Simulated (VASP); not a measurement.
Crystal: W.

```
CELL_PARAMETERS angstrom
-1.59696 1.59696 1.59696
1.59696 -1.59696 1.59696
1.59696 1.59696 -1.59696
ATOMIC_POSITIONS crystal
W 0.00000 0.00000 0.00000
```

Base run:

```yaml
Program: VASP 6.6.1
Functional: revPBE
Potentials_or_basis: VASP PAW PBE potentials, release 64 (W_sv)
Cutoff: 520 eV
k_mesh: 23 × 23 × 23
Occupations: fermi-dirac, width 0.1 eV
Spin: no spin polarisation
```

Its results: band gap on the k mesh zero (band 7 reaches 15.85 eV, above the bottom of band 8 at 9.93 eV); pressure 0.2 GPa.

Problem. The run is repeated on the same cell with these changes: k mesh from 23 × 23 × 23 to 7 × 7 × 7. What comes out?

Solution. Band gap on the k mesh zero (band 7 reaches 14.50 eV, above the bottom of band 8 at 9.93 eV); pressure 1.2 GPa.

Caveats: some runs use coarse meshes; the PAW data sets were made with another functional, which shifts forces and pressure a little; spin-orbit coupling is left out, which moves the levels of the heavy elements.
